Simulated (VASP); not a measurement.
Set up this calculation in VASP 6.6.1, as the native input.

* Task: single point
* Functional: LDA
* Potentials or basis: VASP PAW LDA potentials, release 64 (Ga_d, P)
* Cutoff: 500 eV
* k mesh: 5 × 5 × 5
* Occupations: gaussian, width 0.01 eV
* Spin: no spin polarisation
* Dipole correction: no
* Further INCAR settings: ALGO = Normal; EDIFF = 1e-06; NBANDS = 16

The structure of GaP lies in POSCAR:

```
GaP
1.0
    0.0000000000      2.7252500000      2.7252500000
    2.7252500000      0.0000000000      2.7252500000
    2.7252500000      2.7252500000      0.0000000000
Ga P
1 1
Direct
    0.0000000000      0.0000000000      0.0000000000
    0.2500000000      0.2500000000      0.2500000000
```

The input as run:

INCAR

```
PREC = Accurate
ENCUT = 500
EDIFF = 1E-6
ISMEAR = 0
SIGMA = 0.01
LREAL = False
LASPH = True
NELM = 120
ALGO = Normal
ISIF = 2
LWAVE = False
LCHARG = False
GGA = CA
NBANDS = 16
GGA_COMPAT = False
```

KPOINTS

```
Automatic mesh
0
Gamma
  5 5 5
```

Potentials or basis: VASP PAW LDA potentials, release 64 (Ga_d, P).

Launch:

```bash
$ cat potpaw_LDA.64/Ga_d/POTCAR potpaw_LDA.64/P/POTCAR > POTCAR
$ mpirun -np 1 vasp_std > vasp.out
```

It gave:

* Pressure: -2.6 GPa
* Band gap on the k mesh: 1.44 eV, indirect (least direct gap 1.63 eV)

Wall time 10 s on 1 thread of Intel Xeon 8259CL, with other jobs on the host, peak memory 0.13 GiB.
